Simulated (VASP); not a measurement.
Crystal: ZnS.

```xyz
2
Lattice="0.0000 2.7020 2.7020 2.7020 0.0000 2.7020 2.7020 2.7020 0.0000" Properties=species:S:1:pos:R:3 pbc="T T T"
Zn    4.0530    4.0530    4.0530
S     0.0000    0.0000    0.0000
```

| Property | Result |
| --- | --- |
| Program | VASP 6.6.1 |
| Task | relaxation of cell and atoms |
| Functional | PBEsol |
| Dispersion | D3(BJ) |
| Potentials or basis | VASP PAW PBE potentials, release 64 (Zn, S) |
| Cutoff | 600 eV |
| k mesh | 9 × 9 × 9 |
| Occupations | fermi-dirac, width 0.05 eV |
| Spin | no spin polarisation |

At the start: pressure -3.8 GPa; volume 19.73 Å³/atom.

Q: Where does the relaxation end?

A: Over 3 steps the energy falls by 12.5 meV/atom and the volume is 18.74 Å³/atom (-5.0 %); space group F-43m (No. 216, to 0.05 Å).

The path:
```tsv
step	energy change (eV)	largest force (eV/Å)	pressure (GPa)	volume (Å³)
1	0.0000	0.0000	-3.82	39.45
2	-0.0221	0.0000	1.66	36.83
3	-0.0251	0.0000	0.01	37.47
```

Final structure:
```
CELL_PARAMETERS angstrom
0.00000 2.65601 2.65601
2.65601 0.00000 2.65601
2.65601 2.65601 0.00000
ATOMIC_POSITIONS crystal
Zn 0.75000 0.75000 0.75000
S 0.00000 0.00000 0.00000
```

Caveat: the PAW data sets were made with another functional, which shifts forces and pressure a little.
